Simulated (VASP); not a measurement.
# NaF (Fm-3m) in VASP: single point with PBE

Aim: the single point of NaF with PBE.

Program: VASP 6.6.1. These are calculated values, not measurements. Logs are shortened: lines on timing, memory, paths and dates and some standing lists are left out, and cuts for length are marked.

## (1) The cell of the first run

The structure is cubic, space group Fm-3m (No. 225). The conventional cell has a = 4.640 Å, b = 4.640 Å, c = 4.640 Å, α = 90.00°, β = 90.00°, γ = 90.00°. Na (site symmetry m-3m) has 6 F at 2.32 Å within 3.1 Å. Within 3.1 Å of F (site symmetry m-3m) lie 6 Na at 2.32 Å.

## (2) Single point, PBE

Input file INCAR:

```
ALGO = Normal
EDIFF = 1E-6
ENCUT = 600
GGA = PE
GGA_COMPAT = False
ISIF = 2
ISMEAR = 1
LASPH = True
LCHARG = False
LREAL = False
LWAVE = False
NBANDS = 14
NELM = 120
PREC = Accurate
SIGMA = 0.15
```

Input file KPOINTS:

```
k-points
0
Gamma
  8 8 8
```

Input file POSCAR:

```
NaF
1.0
    3.2809750000      0.0000000000      0.0000000000
    1.6404875000      2.8414076992      0.0000000000
    1.6404875000      0.9471358997      2.6789048696
Na F
1 1
Direct
    0.0000000000      0.0000000000      0.0000000000
    0.5000000000      0.5000000000      0.5000000000
```

Potentials or basis: VASP PAW PBE potentials, release 64 (Na_pv, F).

Started as:

```bash
$ cat potpaw_PBE.64/Na_pv/POTCAR potpaw_PBE.64/F/POTCAR > POTCAR
$ mpirun -np 1 vasp_std > vasp.out
```

OUTCAR:

```text
EDIFF = 1E-6
   ENCUT = 600
   GGA = PE
   ISIF = 2
   ISMEAR = 1
   LASPH = True
   LREAL = False
   NELM = 120
   PREC = Accurate

 ion  position               nearest neighbor table
   1  0.000  0.000  0.000-   2 2.32   2 2.32   2 2.32   2 2.32   2 2.32   2 2.32
   2  0.500  0.500  0.500-   1 2.32   1 2.32   1 2.32   1 2.32   1 2.32   1 2.32

  LATTYP: Found a face centered cubic cell.
 ALAT       =     4.6399993428

  Lattice vectors:

 A1 = (   3.2809750000,   0.0000000000,   0.0000000000)
 A2 = (   1.6404875000,   2.8414076992,   0.0000000000)
 A3 = (   1.6404875000,   0.9471358997,   2.6789048696)

Analysis of symmetry for initial positions (statically):
=====================================================================
 Subroutine PRICEL returns:
 Original cell was already a primitive cell.

 Routine SETGRP: Setting up the symmetry group for a
 face centered cubic supercell.

 Subroutine GETGRP returns: Found 48 space group operations
 (whereof 48 operations were pure point group operations)
 out of a pool of 48 trial point group operations.

The static configuration has the point symmetry O_h .

Analysis of symmetry for dynamics (positions and initial velocities):
=====================================================================
 Subroutine PRICEL returns:
 Original cell was already a primitive cell.

 Routine SETGRP: Setting up the symmetry group for a
 face centered cubic supercell.

 Subroutine GETGRP returns: Found 48 space group operations
 (whereof 48 operations were pure point group operations)
 out of a pool of 48 trial point group operations.

The dynamic configuration has the point symmetry O_h .

 Subroutine INISYM returns: Found 48 space group operations
 (whereof 48 operations are pure point group operations),
 and found     1 'primitive' translations

----------------------------------------------------------------------------------------

                                     Primitive cell

  volume of cell :      24.9743

  direct lattice vectors                    reciprocal lattice vectors
     3.280975000  0.000000000  0.000000000     0.304787449 -0.175969116 -0.124428955
     1.640487500  2.841407699  0.000000000     0.000000000  0.351938231 -0.124428955
     1.640487500  0.947135900  2.678904870     0.000000000  0.000000000  0.373286865

  length of vectors
     3.280975000  3.280975000  3.280975000     0.373286865  0.373286865  0.373286865

  position of ions in fractional coordinates (direct lattice)
     0.000000000  0.000000000  0.000000000
     0.500000000  0.500000000  0.500000000

  ion indices of the primitive-cell ions
   primitive index   ion index
[... 88 lines left out ...]
   EFERMI =   0.00;   METHOD = LEGACY
   ISMEAR =     1;   SIGMA  =   0.15  broadening in eV -4-tet -1-fermi 0-gaus
   EFERMI_NEDOS =   21; number of points for ismear=-14 and -15
   IALGO  =     38    algorithm
   IMIX   =      4    mixing-type and parameters
     AMIX     =   0.40;   BMIX     =  1.00
     AMIX_MAG =   1.60;   BMIX_MAG =  1.00
  volume/ion in A,a.u.               =      12.49        84.27
  Fermi-wavevector in a.u.,A,eV,Ry     =   1.349852  2.550851 24.791193  1.822101
  Thomas-Fermi vector in A             =   2.477405
   LORBIT       =      0    0 simple, 1 ext, 2 COOP (PROOUT), +10 PAW based schemes
   GGA     = PE    functional components
   LHFCALC =     F    Hartree Fock is set to
   AEXX    =    0.0000 exact exchange contribution
   IVDW    =     0    specifies the selected vdW correction
   LEPSILON=     F    determine dielectric tensor
   LRPA    =     F    only Hartree local field effects (RPA)
 non-spin polarized calculation
 Methfessel and Paxton  Order N= 1 SIGMA  =   0.15
  energy-cutoff  :      600.00
  volume of cell :       24.97
 maximum number of plane-waves:       869
 NGX is ok and might be reduce to    28
   NGX = 13   NGY = 13   NGZ = 13

 number of electron      14.0000006 magnetization

 Free energy of the ion-electron system (eV)
  ---------------------------------------------------
  ext. energy  EPLUGINS =         0.00000000
  ---------------------------------------------------
  free energy    TOTEN  =        -8.56256319 eV

  energy without entropy =       -8.56974733  energy(sigma->0) =       -8.56495790

 E-fermi :  -2.0945     XC(G=0):  -9.1366

 val. band max:       -2.1062313526   @ k =   0.0000   0.0000   0.0000
 cond. band min:       4.1760427212   @ k =   0.0000   0.0000   0.0000
 fundamental gap:      6.2822740738
 Fermi energy:        -2.0945435305

 k-point     1 :       0.0000    0.0000    0.0000
  band No.  band energies     occupation
      1     -21.2732      2.00000
      2     -21.0600      2.00000
      3     -21.0600      2.00000
      4     -21.0600      2.00000
      5      -2.1062      1.13145
      6      -2.1062      1.13144
      7      -2.1062      1.13144
      8       4.1760      0.00000
      9      16.8463      0.00000
     10      16.8463      0.00000
     11      16.8463      0.00000
     12      19.7041      0.00000
     13      21.8740      0.00000
     14      21.8740      0.00000
[... 377 lines left out ...]
      1     -21.7441      2.00000
      2     -21.1136      2.00000
      3     -21.0905      2.00000
      4     -20.4266      2.00000
      5      -3.4056      2.00000
      6      -2.6790      2.00000
      7      -2.4402      2.00530
      8       9.6593      0.00000
      9      10.5812      0.00000
     10      14.9782      0.00000
     11      16.8228      0.00000
     12      20.0140      0.00000
     13      21.0716      0.00000
     14      25.8269      0.00000

 [... further k-points ...]

------------------------ aborting loop because EDIFF is reached ----------------------------------------

  FORCE on cell =-STRESS in cart. coord.  units (eV):
  Direction    XX          YY          ZZ          XY          YZ          ZX
  --------------------------------------------------------------------------------------
  -------------------------------------------------------------------------------------
  Total        0.2546872      0.2546872      0.2546872      0.0000000     -0.0000000     -0.0000000
  in kB       16.3389390     16.3389390     16.3389390      0.0000000     -0.0000000     -0.0000000
  external PRESSURE =      16.3389390 kB  Pullay stress =       0.0000000 kB

 VOLUME and BASIS-vectors are now :
 -----------------------------------------------------------------------------
  energy-cutoff  :      600.00
  volume of cell :       24.97
      direct lattice vectors                 reciprocal lattice vectors
     3.280975000  0.000000000  0.000000000     0.304787449 -0.175969116 -0.124428955
     1.640487500  2.841407699  0.000000000     0.000000000  0.351938231 -0.124428955
     1.640487500  0.947135900  2.678904870     0.000000000  0.000000000  0.373286865

 POSITION                                       TOTAL-FORCE (eV/Angst)
 -----------------------------------------------------------------------------------
      0.00000      0.00000      0.00000         0.000000      0.000000      0.000000
      3.28098      1.89427      1.33945        -0.000000     -0.000000      0.000000
 -----------------------------------------------------------------------------------
    total drift:                                0.000000      0.000000      0.000000

  FREE ENERGIE OF THE ION-ELECTRON SYSTEM (eV)
  ---------------------------------------------------
  free  energy   TOTEN  =        -8.5625631921 eV

  energy  without entropy=       -8.5697473278  energy(sigma->0) =       -8.56495790
```

OSZICAR:

```text
N       E                     dE             d eps       ncg     rms          rms(c)
DAV:   1     0.122467681514E+03    0.12247E+03   -0.82135E+03   812   0.133E+03
DAV:   2    -0.297119882336E+01   -0.12544E+03   -0.11559E+03   902   0.371E+02
DAV:   3    -0.940008400440E+01   -0.64289E+01   -0.64200E+01  1034   0.756E+01
DAV:   4    -0.945463477541E+01   -0.54551E-01   -0.54537E-01   896   0.741E+00
DAV:   5    -0.945516838637E+01   -0.53361E-03   -0.53361E-03  1022   0.735E-01    0.541E+00
DAV:   6    -0.857144039559E+01    0.88373E+00   -0.30590E+00   972   0.148E+01    0.183E+00
DAV:   7    -0.856071185009E+01    0.10729E-01   -0.29034E-02   848   0.207E+00    0.106E+00
DAV:   8    -0.856198172938E+01   -0.12699E-02   -0.29668E-02   866   0.344E+00    0.151E-01
DAV:   9    -0.856266624765E+01   -0.68452E-03   -0.41957E-03   962   0.604E-01    0.125E-01
DAV:  10    -0.856256468764E+01    0.10156E-03   -0.77791E-04   884   0.316E-01    0.150E-02
DAV:  11    -0.856256277113E+01    0.19165E-05   -0.28434E-05   956   0.752E-02    0.330E-03
DAV:  12    -0.856256319213E+01   -0.42100E-06   -0.15543E-06   908   0.147E-02
   1 F= -.85625632E+01 E0= -.85649579E+01  d E =0.718414E-02
```

Wall time 6 s (1 thread of Intel Xeon 6975P-C (Granite Rapids), shared host); peak memory 0.14 GiB.

Results:

| Quantity | Value |
| --- | --- |
| Free energy | -8.5626 eV |
| Pressure | 1.6 GPa |
| Band gap on the k mesh | 6.28 eV |

Levels at points of the mesh, in eV from the valence-band top:
```tsv
k point	band 4	band 5	band 6	band 7	band 8	band 9	band 10	band 11
(0.00, 0.00, 0.00)	-18.95	0.00	0.00	0.00	6.28	18.95	18.95	18.95
(0.50, 0.00, 0.00)	-18.18	-1.58	-0.25	-0.25	10.76	12.44	20.07	20.07
(0.50, 0.50, 0.00)	-18.92	-1.27	-0.40	-0.40	13.12	13.30	13.57	19.72
```
